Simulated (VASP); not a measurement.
# SiC (Moissanite 3C) (F-43m) in VASP: notebook, part 2 of 2

VASP 6.6.1. The steps go on from the part before.

## 4. Relaxation of the atoms, r2SCAN

This run uses another cell than the first one, of 10.75 Å³/atom, 1.040 times its volume.

POSCAR reads:

```
SiC
1.0
    0.0000000000      2.2069843000      2.2069843000
    2.2069843000      0.0000000000      2.2069843000
    2.2069843000      2.2069843000      0.0000000000
Si C
1 1
Direct
    0.0000000000      0.0000000000      0.0000000000
    0.2500000000      0.2500000000      0.2500000000
```

INCAR.step1 reads:

```
SYSTEM = SiC
PREC     = Accurate       ! precision mode
ENCUT    = 520            ! plane-wave cutoff, eV
ISMEAR   = -1             ! smearing method
SIGMA    = 0.02           ! smearing width, eV
LREAL    = .FALSE.        ! projectors in reciprocal space
LASPH    = .TRUE.         ! aspherical terms in the spheres
NELM     = 100            ! most SCF steps
GGA      = PE             ! functional
ALGO     = Normal         ! electronic algorithm
EDIFF    = 1E-4           ! SCF threshold, eV
LWAVE    = .TRUE.         ! write WAVECAR
LCHARG   = .FALSE.        ! write CHGCAR
```

INCAR.step2 reads:

```
SYSTEM = SiC
PREC     = Accurate       ! precision mode
ENCUT    = 520            ! plane-wave cutoff, eV
EDIFF    = 1E-7           ! SCF threshold, eV
ISMEAR   = -1             ! smearing method
SIGMA    = 0.02           ! smearing width, eV
LREAL    = .FALSE.        ! projectors in reciprocal space
LASPH    = .TRUE.         ! aspherical terms in the spheres
NELM     = 100            ! most SCF steps
ALGO     = Normal         ! electronic algorithm
ISIF     = 2              ! what is computed and relaxed
LWAVE    = .FALSE.        ! write WAVECAR
LCHARG   = .FALSE.        ! write CHGCAR
METAGGA  = R2SCAN         ! meta-GGA
LMIXTAU  = .TRUE.       
IBRION   = 2              ! ionic algorithm
NSW      = 50             ! ionic steps
EDIFFG   = -0.01          ! ionic threshold
ISTART   = 1
```

KPOINTS reads:

```
regular mesh
0
G
  12 12 12
  0 0 0
```

Potentials or basis: VASP PAW PBE potentials, release 64 (Si, C).

On the command line:

```sh
$ cat potpaw_PBE.64/Si/POTCAR potpaw_PBE.64/C/POTCAR > POTCAR
$ cp INCAR.step1 INCAR
$ mpirun -np 1 vasp_std > vasp.out
$ cp INCAR.step2 INCAR
$ mpirun -np 1 vasp_std > vasp.out
```

OUTCAR:

```text
SYSTEM = SiC
   PREC = Accurate
   ENCUT = 520
   EDIFF = 1E-7
   ISMEAR = -1
   LREAL = .FALSE.
   LASPH = .TRUE.
   NELM = 100
   ISIF = 2
   METAGGA = R2SCAN
   IBRION = 2
   NSW = 50
   EDIFFG = -0.01
   ISTART = 1

 ion  position               nearest neighbor table
   1  0.000  0.000  0.000-   2 1.91   2 1.91   2 1.91   2 1.91
   2  0.250  0.250  0.250-   1 1.91   1 1.91   1 1.91   1 1.91

  LATTYP: Found a face centered cubic cell.
 ALAT       =     4.4139686000
[... 455 lines left out ...]

  FORCE on cell =-STRESS in cart. coord.  units (eV):
  Direction    XX          YY          ZZ          XY          YZ          ZX
  --------------------------------------------------------------------------------------
  -------------------------------------------------------------------------------------
  Total       -1.1338687     -1.1338687     -1.1338687     -0.0000000      0.0000000     -0.0000000
  in kB      -84.4978408    -84.4978408    -84.4978408     -0.0000000      0.0000000     -0.0000000
  external PRESSURE =     -84.4978408 kB  Pullay stress =       0.0000000 kB

 VOLUME and BASIS-vectors are now :
 -----------------------------------------------------------------------------
  energy-cutoff  :      520.00
  volume of cell :       21.50
      direct lattice vectors                 reciprocal lattice vectors
     0.000000000  2.206984300  2.206984300    -0.226553492  0.226553492  0.226553492
     2.206984300  0.000000000  2.206984300     0.226553492 -0.226553492  0.226553492
     2.206984300  2.206984300  0.000000000     0.226553492  0.226553492 -0.226553492

 POSITION                                       TOTAL-FORCE (eV/Angst)
 -----------------------------------------------------------------------------------
      0.00000      0.00000      0.00000         0.000000      0.000000     -0.000000
      1.10349      1.10349      1.10349        -0.000000     -0.000000      0.000000
 -----------------------------------------------------------------------------------
    total drift:                               -0.000000     -0.000000     -0.000000

  FREE ENERGIE OF THE ION-ELECTRON SYSTEM (eV)
  ---------------------------------------------------
  free  energy   TOTEN  =       -19.3042539058 eV

  energy  without entropy=      -19.3042539058  energy(sigma->0) =      -19.30425391

 reached required accuracy - stopping structural energy minimisation
```

OSZICAR.step1:

```text
N       E                     dE             d eps       ncg     rms          rms(c)
DAV:   1     0.340847668844E+01    0.34085E+01   -0.40639E+03  1232   0.837E+02
DAV:   2    -0.164409845473E+02   -0.19849E+02   -0.18885E+02  1632   0.104E+02
DAV:   3    -0.168033022594E+02   -0.36232E+00   -0.36232E+00  1344   0.170E+01
DAV:   4    -0.168043919381E+02   -0.10897E-02   -0.10897E-02  1816   0.103E+00
DAV:   5    -0.168043922496E+02   -0.31144E-06   -0.31144E-06  1368   0.157E-02    0.842E+00
DAV:   6    -0.151029650812E+02    0.17014E+01   -0.75344E+00  1256   0.153E+01    0.368E+00
DAV:   7    -0.150604938207E+02    0.42471E-01   -0.29559E-01  1784   0.393E+00    0.170E+00
DAV:   8    -0.150530622045E+02    0.74316E-02   -0.18160E-02  1200   0.124E+00    0.168E-01
DAV:   9    -0.150533517670E+02   -0.28956E-03   -0.87930E-04  1800   0.249E-01    0.104E-01
DAV:  10    -0.150534680512E+02   -0.11628E-03   -0.23260E-04  1384   0.118E-01    0.222E-02
DAV:  11    -0.150534684820E+02   -0.43080E-06   -0.47296E-05   736   0.421E-02
   1 F= -.15053468E+02 E0= -.15053468E+02  d E =-.134151E-11
```

Run time: 30 s. Hardware: 1 thread of Intel Xeon 6975P-C, shared host; peak memory 0.14 GiB.

Results:

| Property | Result |
| --- | --- |
| Free energy | -19.3043 eV |
| Pressure after relaxing | -8.4 GPa |
| Band gap on the k mesh | 1.75 eV, indirect (least direct gap 5.01 eV) |

Final structure:
```yaml
crystal:
  lattice:
    - [0.00000, 2.20698, 2.20698]
    - [2.20698, 0.00000, 2.20698]
    - [2.20698, 2.20698, 0.00000]
  atoms:
    - { symbol: Si, position: [0.00000, 0.00000, 0.00000] }
    - { symbol: C, position: [0.25000, 0.25000, 0.25000] }
```

Levels at points of the mesh, in eV from the valence-band top:
```tsv
k point	band 2	band 3	band 4	band 5	band 6	band 7
(0.00, 0.00, 0.00)	0.00	0.00	0.00	6.35	7.57	7.57
(0.50, 0.00, 0.00)	-8.61	-1.10	-1.10	5.62	7.58	7.58
(0.50, 0.50, 0.00)	-7.93	-3.26	-3.26	1.75	4.67	14.65
```

Caveat: the relaxation stopped at its first step, so nothing moved; the PAW data sets were made with another functional, which shifts forces and pressure a little. r2SCAN opens gaps a little over a GGA but as a rule still falls short of measured ones.

## 5. Relaxation of the atoms, r2SCAN

This run uses another cell than the first one, of 10.96 Å³/atom, 1.060 times its volume.

POSCAR reads:

```
SiC
1.0
    0.0000000000      2.2210419100      2.2210419100
    2.2210419100      0.0000000000      2.2210419100
    2.2210419100      2.2210419100      0.0000000000
Si C
1 1
Direct
    0.0000000000      0.0000000000      0.0000000000
    0.2500000000      0.2500000000      0.2500000000
```

INCAR.step1 reads:

```
PREC = Accurate
ENCUT = 520
ISMEAR = -1
SIGMA = 0.02
LREAL = F
LASPH = T
NELM = 80
GGA = PE
ALGO = Normal
EDIFF = 1E-4
LWAVE = T
LCHARG = F
```

INCAR.step2 reads:

```
PREC = Accurate
ENCUT = 520
EDIFF = 1E-6
ISMEAR = -1
SIGMA = 0.02
LREAL = F
LASPH = T
NELM = 80
ALGO = Normal
ISIF = 2
LWAVE = F
LCHARG = F
METAGGA = R2SCAN
LMIXTAU = T
IBRION = 2
NSW = 50
EDIFFG = -0.01
ISTART = 1
```

KPOINTS reads:

```
Automatic mesh
0
Gamma
  12 12 12
```

Potentials or basis: VASP PAW PBE potentials, release 64 (Si, C).

On the command line:

```sh
$ cat potpaw_PBE.64/Si/POTCAR potpaw_PBE.64/C/POTCAR > POTCAR
$ cp INCAR.step1 INCAR
$ mpirun -np 1 vasp_std > vasp.out
$ cp INCAR.step2 INCAR
$ mpirun -np 1 vasp_std > vasp.out
```

OUTCAR:

```text
PREC = Accurate
   ENCUT = 520
   EDIFF = 1E-6
   ISMEAR = -1
   LREAL = F
   LASPH = T
   NELM = 80
   ISIF = 2
   METAGGA = R2SCAN
   IBRION = 2
   NSW = 50
   EDIFFG = -0.01
   ISTART = 1

 ion  position               nearest neighbor table
   1  0.000  0.000  0.000-   2 1.92   2 1.92   2 1.92   2 1.92
   2  0.250  0.250  0.250-   1 1.92   1 1.92   1 1.92   1 1.92

  LATTYP: Found a face centered cubic cell.
 ALAT       =     4.4420838200

  Lattice vectors:

 A1 = (   0.0000000000,   2.2210419100,   2.2210419100)
 A2 = (   2.2210419100,   0.0000000000,   2.2210419100)
 A3 = (   2.2210419100,   2.2210419100,   0.0000000000)

Analysis of symmetry for initial positions (statically):
=====================================================================
 Subroutine PRICEL returns:
 Original cell was already a primitive cell.

 Routine SETGRP: Setting up the symmetry group for a
 face centered cubic supercell.

 Subroutine GETGRP returns: Found 24 space group operations
[... 169 lines left out ...]
 fundamental gap:      1.7591383829
 Fermi energy:         7.8078032596

 k-point     1 :       0.0000    0.0000    0.0000
  band No.  band energies     occupation
      1      -8.3759      2.00000
      2       7.3550      2.00000
      3       7.3550      2.00000
      4       7.3550      2.00000
      5      13.4712      0.00000
      6      14.7872      0.00000
      7      14.7872      0.00000
      8      14.7872      0.00000
[... 243 lines left out ...]
 k-point    24 :      -0.4167    0.1667    0.0000
  band No.  band energies     occupation
      1      -4.6378      2.00000
      2      -0.6559      2.00000
      3       4.2253      2.00000
      4       5.8061      2.00000
      5      12.8035      0.00000
      6      15.2641      0.00000
      7      16.1808      0.00000
      8      18.8735      0.00000

 [... further k-points ...]

------------------------ aborting loop because EDIFF is reached ----------------------------------------

  FORCE on cell =-STRESS in cart. coord.  units (eV):
  Direction    XX          YY          ZZ          XY          YZ          ZX
  --------------------------------------------------------------------------------------
  -------------------------------------------------------------------------------------
  Total       -1.6401220     -1.6401220     -1.6401220      0.0000000     -0.0000000      0.0000000
  in kB     -119.9185840   -119.9185840   -119.9185840      0.0000000     -0.0000000      0.0000000
  external PRESSURE =    -119.9185840 kB  Pullay stress =       0.0000000 kB

 VOLUME and BASIS-vectors are now :
 -----------------------------------------------------------------------------
  energy-cutoff  :      520.00
  volume of cell :       21.91
      direct lattice vectors                 reciprocal lattice vectors
     0.000000000  2.221041910  2.221041910    -0.225119570  0.225119570  0.225119570
     2.221041910  0.000000000  2.221041910     0.225119570 -0.225119570  0.225119570
     2.221041910  2.221041910  0.000000000     0.225119570  0.225119570 -0.225119570

 POSITION                                       TOTAL-FORCE (eV/Angst)
 -----------------------------------------------------------------------------------
      0.00000      0.00000      0.00000         0.000000      0.000000      0.000000
      1.11052      1.11052      1.11052        -0.000000     -0.000000     -0.000000
 -----------------------------------------------------------------------------------
    total drift:                               -0.000000     -0.000000     -0.000000

  FREE ENERGIE OF THE ION-ELECTRON SYSTEM (eV)
  ---------------------------------------------------
  free  energy   TOTEN  =       -19.2779453782 eV

  energy  without entropy=      -19.2779453782  energy(sigma->0) =      -19.27794538

 reached required accuracy - stopping structural energy minimisation
```

OSZICAR.step1:

```text
N       E                     dE             d eps       ncg     rms          rms(c)
DAV:   1     0.447990510075E+01    0.44799E+01   -0.40884E+03  1208   0.835E+02
DAV:   2    -0.163295437069E+02   -0.20809E+02   -0.19359E+02  1656   0.105E+02
DAV:   3    -0.167365747027E+02   -0.40703E+00   -0.40703E+00  1344   0.180E+01
DAV:   4    -0.167378961529E+02   -0.13215E-02   -0.13215E-02  1832   0.110E+00
DAV:   5    -0.167378969703E+02   -0.81742E-06   -0.81742E-06  1352   0.190E-02    0.824E+00
DAV:   6    -0.150808575369E+02    0.16570E+01   -0.74995E+00  1256   0.152E+01    0.359E+00
DAV:   7    -0.150434668000E+02    0.37391E-01   -0.27382E-01  1760   0.382E+00    0.167E+00
DAV:   8    -0.150361830901E+02    0.72837E-02   -0.17843E-02  1192   0.123E+00    0.169E-01
DAV:   9    -0.150364715606E+02   -0.28847E-03   -0.91923E-04  1848   0.252E-01    0.103E-01
DAV:  10    -0.150365913006E+02   -0.11974E-03   -0.24315E-04  1424   0.119E-01    0.223E-02
DAV:  11    -0.150365917820E+02   -0.48138E-06   -0.51149E-05   688   0.435E-02
   1 F= -.15036592E+02 E0= -.15036592E+02  d E =-.255732E-10
```

Wall time 31 s (1 thread of Intel Xeon 6975P-C, shared host); peak memory 0.14 GiB.

What came out:

* Free energy: -19.2779 eV
* Pressure after relaxing: -12.0 GPa
* Band gap on the k mesh: 1.76 eV, indirect (least direct gap 4.98 eV)

Final structure:
```
CELL_PARAMETERS angstrom
0.00000 2.22104 2.22104
2.22104 0.00000 2.22104
2.22104 2.22104 0.00000
ATOMIC_POSITIONS crystal
Si 0.00000 0.00000 0.00000
C 0.25000 0.25000 0.25000
```

Caveat: the relaxation stopped at its first step, so nothing moved; the PAW data sets were made with another functional, which shifts forces and pressure a little. A k mesh can miss the band edges.

## 6. Single point, PBE0

POSCAR reads:

```
SiC
1.0
    0.0000000000      2.1783189300      2.1783189300
    2.1783189300      0.0000000000      2.1783189300
    2.1783189300      2.1783189300      0.0000000000
Si C
1 1
Direct
    0.0000000000      0.0000000000      0.0000000000
    0.2500000000      0.2500000000      0.2500000000
```

INCAR.step1 reads:

```
SYSTEM = SiC
ALGO = Normal
EDIFF = 1E-5
ENCUT = 520
GGA = PE
ISIF = 2
ISMEAR = -1
LASPH = .TRUE.
LCHARG = .FALSE.
LREAL = .FALSE.
LWAVE = .TRUE.
NBANDS = 11
NELM = 60
PREC = Accurate
SIGMA = 0.02
```

INCAR.step2 reads:

```
SYSTEM = SiC
AEXX = 0.25
ALGO = Normal
EDIFF = 1E-6
ENCUT = 520
GGA = PE
ISIF = 2
ISMEAR = -1
ISTART = 1
LASPH = .TRUE.
LCHARG = .FALSE.
LHFCALC = .TRUE.
LREAL = .FALSE.
LWAVE = .FALSE.
NBANDS = 11
NELM = 60
PREC = Accurate
PRECFOCK = Normal
SIGMA = 0.02
```

KPOINTS reads:

```
k-points
0
G
  8 8 8
  0 0 0
```

Potentials or basis: VASP PAW PBE potentials, release 64 (Si, C).

On the command line:

```sh
$ cat potpaw_PBE.64/Si/POTCAR potpaw_PBE.64/C/POTCAR > POTCAR
$ cp INCAR.step1 INCAR
$ mpirun -np 1 vasp_std > vasp.out
$ cp INCAR.step2 INCAR
$ mpirun -np 1 vasp_std > vasp.out
```

Wall time 22 min (1 thread of AMD EPYC 7R13 (Zen 3), shared host); peak memory 0.13 GiB.

The run converged. Its results:

```
Free energy            : -18.4774 eV
Pressure               : -1.8 GPa
Band gap on the k mesh : 2.96 eV, indirect (least direct gap 6.48 eV)
```

Levels at points of the mesh, in eV from the valence-band top:
| k point | band 1 | band 2 | band 3 | band 4 | band 5 | band 6 | band 7 | band 8 |
| --- | --- | --- | --- | --- | --- | --- | --- | --- |
| (0.00, 0.00, 0.00) | -17.05 | 0.00 | 0.00 | 0.00 | 8.30 | 9.35 | 9.35 | 9.35 |
| (0.50, 0.00, 0.00) | -13.19 | -9.41 | -1.16 | -1.16 | 7.39 | 9.24 | 9.24 | 12.33 |
| (0.50, 0.50, 0.00) | -11.62 | -8.59 | -3.51 | -3.51 | 2.96 | 6.12 | 16.73 | 16.73 |

Caveat: the PAW data sets were made with another functional, which shifts forces and pressure a little.

## 7. The runs side by side

```csv
task,level,cell,k mesh,grid for exact exchange (PRECFOCK),gap on the mesh (eV),pressure (GPa)
relaxation of the atoms,r2SCAN,"atoms relaxed from a = 3.081 Å, angles 60.0°, 2 atoms",12 × 12 × 12,-,1.72,-0.2
relaxation of the atoms,r2SCAN,"atoms relaxed from a = 3.101 Å, angles 60.0°, 2 atoms",12 × 12 × 12,-,1.74,-4.5
relaxation of the atoms,r2SCAN,"atoms relaxed from a = 3.121 Å, angles 60.0°, 2 atoms",12 × 12 × 12,-,1.75,-8.4
relaxation of the atoms,r2SCAN,"atoms relaxed from a = 3.141 Å, angles 60.0°, 2 atoms",12 × 12 × 12,-,1.76,-12.0
single point,PBE0,"a = 3.081 Å, angles 60.0°, 2 atoms",8 × 8 × 8,Normal,2.96,-1.8
```

Alike in all rows: potentials or basis VASP PAW PBE potentials, release 64 (Si, C); no spin polarisation; cutoff (eV) 520; smearing fermi-dirac 0.02 eV.

Caveats: the PAW data sets were made with another functional, which shifts forces and pressure a little; the relaxation stopped at its first step, so nothing moved (some runs).

Total energies depend on the potentials used, so only differences within one code and one set of settings carry meaning.

## 8. How close it comes

Step 2. Against the measured gap of SiC, 2.4 eV (indirect; quoted in “Insight into the structural, elastic and electronic properties of a new orthorhombic 6O-SiC polytype”, 2020, pmc:7200658), the calculated 1.72 eV is off by -0.68 eV. The value is that of r2SCAN on a finite k mesh, which can miss the band edges, without temperature or zero-point motion.

Step 6. Against the measured gap of SiC, 2.4 eV (indirect; quoted in “Insight into the structural, elastic and electronic properties of a new orthorhombic 6O-SiC polytype”, 2020, pmc:7200658), the calculated 2.96 eV is off by +0.56 eV. The value is that of PBE0 on a finite k mesh, which can miss the band edges, without temperature or zero-point motion.
